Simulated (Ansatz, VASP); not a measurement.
**Two plane-wave programs on BeZn2Se3**

Contents of INCAR:

```
  ALGO = Normal
  EDIFF = 1E-6
  EDIFFG = -0.04
  ENCUT = 600
  GGA = PE
  IBRION = 2
  ISIF = 3
  ISMEAR = 0
  LASPH = True
  LCHARG = False
  LREAL = False
  LWAVE = False
  NELM = 60
  NSW = 90
  PREC = Accurate
  SIGMA = 0.1
```

File KPOINTS:

```
k-points
0
Gamma
  3 3 6
```

Contents of POSCAR:

```
BeZn2Se3
1.0
    5.9566957900      0.0000000000      0.0000000000
   -2.9783478900      5.1586498700      0.0000000000
    0.0000000000      0.0000000000      3.4526187900
Be Zn Se
1 2 3
Direct
    0.0000000000      0.0000000000      0.0000000000
    0.3333333300      0.6666666700      0.0000000000
    0.6666666700      0.3333333300      0.0000000000
    0.5000000000      0.0000000000      0.5000000000
    0.5000000000      0.5000000000      0.5000000000
    0.0000000000      0.5000000000      0.5000000000
```

Input for Ansatz:

```yaml
crystal:
  lattice:
    - [5.95669579, 0.0, 0.0]
    - [-2.97834789, 5.15864987, 0.0]
    - [0.0, 0.0, 3.45261879]
  atoms:
    - { symbol: Be, position: [0.0, 0.0, 0.0] }
    - { symbol: Zn, position: [0.33333333, 0.66666667, 0.0] }
    - { symbol: Zn, position: [0.66666667, 0.33333333, 0.0] }
    - { symbol: Se, position: [0.5, 0.0, 0.5] }
    - { symbol: Se, position: [0.5, 0.5, 0.5] }
    - { symbol: Se, position: [0.0, 0.5, 0.5] }
basis:
  ecutwfc: 420
kpoints:
  mp_grid: { grid: [3, 3, 6] }
hamiltonian:
  xc: pbe
scf:
  occupations: { method: gaussian, width: 0.1 }
  lower_state_search: "off"
output:
  forces: true
  stress: true
  eigenvalues: true
relax:
  adjacent_minimum: "off"
  f_tol: 0.04
  max_steps: 70
  cell: { stress_tol: 0.4 }
```

Change from the starting cell: species swapped into the GdCo3B2 type (P6/mmm, No. 191).

Alike in both runs: task relaxation of cell and atoms; functional PBE; k mesh 3 × 3 × 6; occupations gaussian, width 0.1 eV; no spin polarisation.

|  | VASP | Ansatz |
| --- | --- | --- |
| version | VASP 6.6.1 | Ansatz 0.2.0 |
| potentials or method | VASP PAW PBE potentials, release 64 (Be, Zn, Se), cutoff 600 eV | scalar-relativistic, plane waves, PAW |
| valence electrons in the cell | 44 | 74 |

```csv
,VASP,Ansatz,Ansatz less VASP
"gap on the k mesh at the Fermi level, each at its own relaxed structure (eV)",none,none,-
relaxed volume (Å³/atom),22.68,22.67,-0.016
relaxed cell length with the largest relative difference (Å),3.764,3.758,-0.0065
```

A gap of «none» marks a metal or a gap that the smearing closes. VASP's potentials hold 44 valence electrons a cell and Ansatz's 74, so a difference there can come from the potentials and not from the codes.

The k mesh is coarse, so the values compare programs but aren't converged. Noted on VASP's run: the volume moved by over 15 % at a fixed basis, so the end points are rough.
